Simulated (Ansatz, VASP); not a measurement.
# Two plane-wave programs on Cs2BrF

Contents of INCAR:

```
PREC = Accurate
ENCUT = 600
EDIFF = 1E-6
ISMEAR = 0
SIGMA = 0.02
LREAL = False
LASPH = True
NELM = 100
ALGO = Normal
ISIF = 3
LWAVE = False
LCHARG = False
GGA = PS
IBRION = 2
NSW = 100
EDIFFG = -0.005
```

File KPOINTS:

```
regular mesh
0
Gamma
  6 6 6
```

The input POSCAR:

```
Cs2BrF
1.0
    2.2728380311      1.3122236491      7.8053331248
   -2.2728380311      1.3122236491      7.8053331248
    0.0000000000     -2.6244472982      7.8053331249
Cs Br F
2 1 1
Direct
    0.2659938411      0.2659938411      0.2659938411
    0.7340061589      0.7340061589      0.7340061589
    0.5000000000      0.5000000000      0.5000000000
    0.0000000000      0.0000000000      0.0000000000
```

Input for Ansatz:

```yaml
crystal:
  lattice:
    - [2.2728380311, 1.3122236491, 7.8053331248]
    - [-2.2728380311, 1.3122236491, 7.8053331248]
    - [0.0, -2.6244472982, 7.8053331249]
  atoms:
    - { symbol: Cs, position: [0.2659938411, 0.2659938411, 0.2659938411] }
    - { symbol: Cs, position: [0.7340061589, 0.7340061589, 0.7340061589] }
    - { symbol: Br, position: [0.5, 0.5, 0.5] }
    - { symbol: F, position: [0.0, 0.0, 0.0] }
basis:
  ecutwfc: 420
kpoints:
  mp_grid: { grid: [6, 6, 6] }
hamiltonian:
  xc: pbesol
scf:
  occupations: { method: gaussian, width: 0.02 }
output:
  forces: true
  stress: true
  eigenvalues: true
relax:
  adjacent_minimum: "off"
  f_tol: 0.005
  max_steps: 80
  cell: { stress_tol: 0.05 }
```

Alike in both runs: task relaxation of cell and atoms; functional PBEsol; k mesh 6 × 6 × 6; occupations gaussian, width 0.02 eV; no spin polarisation.

|  | VASP | Ansatz |
| --- | --- | --- |
| version | VASP 6.6.1 | Ansatz 0.2.0 |
| potentials or method | VASP PAW PBE potentials, release 64 (Cs_sv, Br, F), cutoff 600 eV | scalar-relativistic, plane waves, PAW |
| valence electrons in the cell | 32 | 32 |

```tsv
	VASP	Ansatz	Ansatz less VASP
gap on the k mesh at the Fermi level, each at its own relaxed structure (eV)	4.37	4.38	+0.012
relaxed volume (Å³/atom)	34.98	34.88	-0.098
relaxed cell length with the largest relative difference (Å)	8.207	8.205	-0.0019
```

VASP's potentials were made for PBE, not for PBEsol.

Spin-orbit coupling is off throughout.
